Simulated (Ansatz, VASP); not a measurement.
**One calculation of P, two programs**

File INCAR:

```
ALGO = Normal ; DIPOL = 0.5 0.5 0.414
EDIFF = 1E-7 ; ENCUT = 520
GGA = PE ; IDIPOL = 3
ISIF = 2 ; ISMEAR = 0
IVDW = 12 ; LASPH = T
LCHARG = T ; LDIPOL = T
LELF = T ; LREAL = F
LVACPOTAV = T ; LVHAR = T
LWAVE = F ; NBANDS = 30
NELM = 80 ; PREC = Accurate
SIGMA = 0.05
```

The input KPOINTS:

```
k-points
0
Gamma
  8 6 1
```

File POSCAR:

```
P
1.0
    3.2961869271      0.0000000000      0.0000000000
    0.0000000000      4.4391555608      0.0000000000
    0.0000000000      0.0000000000     21.7461973993
P
8
Direct
    0.5000000000      0.9174951521      0.2069327302
    0.0000000000      0.5825048479      0.2069327302
    0.5000000000      0.0825048479      0.3045635326
    0.0000000000      0.4174951521      0.3045635326
    0.6250000000      0.2075048479      0.5234523761
    0.1250000000     -0.1274854563      0.5234523761
    0.6250000000     -0.6274854563      0.6210831784
    0.1250000000     -0.2924951521      0.6210831784
```

Input for Ansatz:

```yaml
crystal:
  lattice:
    - [3.2961869271, 0.0, 0.0]
    - [0.0, 4.4391555608, 0.0]
    - [0.0, 0.0, 21.7461973993]
  atoms:
    - { symbol: P, position: [0.5, 0.9174951521, 0.2069327302] }
    - { symbol: P, position: [0.0, 0.5825048479, 0.2069327302] }
    - { symbol: P, position: [0.5, 0.0825048479, 0.3045635326] }
    - { symbol: P, position: [0.0, 0.4174951521, 0.3045635326] }
    - { symbol: P, position: [0.625, 0.2075048479, 0.5234523761] }
    - { symbol: P, position: [0.125, -0.1274854563, 0.5234523761] }
    - { symbol: P, position: [0.625, -0.6274854563, 0.6210831784] }
    - { symbol: P, position: [0.125, -0.2924951521, 0.6210831784] }
basis:
  ecutwfc: 420
kpoints:
  mp_grid: { grid: [8, 6, 1] }
hamiltonian:
  xc: pbe
  dispersion: d3bj
scf:
  occupations: { method: gaussian, width: 0.05 }
output:
  forces: true
  eigenvalues: true
efield:
  axis: 3
  dipole_correction: true
  ramp_width: 0.04
```

Alike in both runs: task single point; functional PBE; dispersion D3(BJ); k mesh 8 × 6 × 1; occupations gaussian, width 0.05 eV; no spin polarisation.

```csv
,VASP,Ansatz
version,VASP 6.6.1,Ansatz 0.2.0
potentials or method,"VASP PAW PBE potentials, release 64 (P), cutoff 520 eV","scalar-relativistic, plane waves, PAW"
valence electrons in the cell,40,40
```

Ansatz gave:

- gap on the k mesh at the Fermi level (eV): 0.56
- least direct gap on the mesh (eV): 0.56
- rms of the force components (eV/Å): 0.019

Problem. What did VASP give for the same quantities?

Solution. gap on the k mesh at the Fermi level (eV): 0.58; least direct gap on the mesh (eV): 0.58; rms of the force components (eV/Å): 0.028.

Atom by atom the forces differ by 0.030 eV/Å (rms over components).
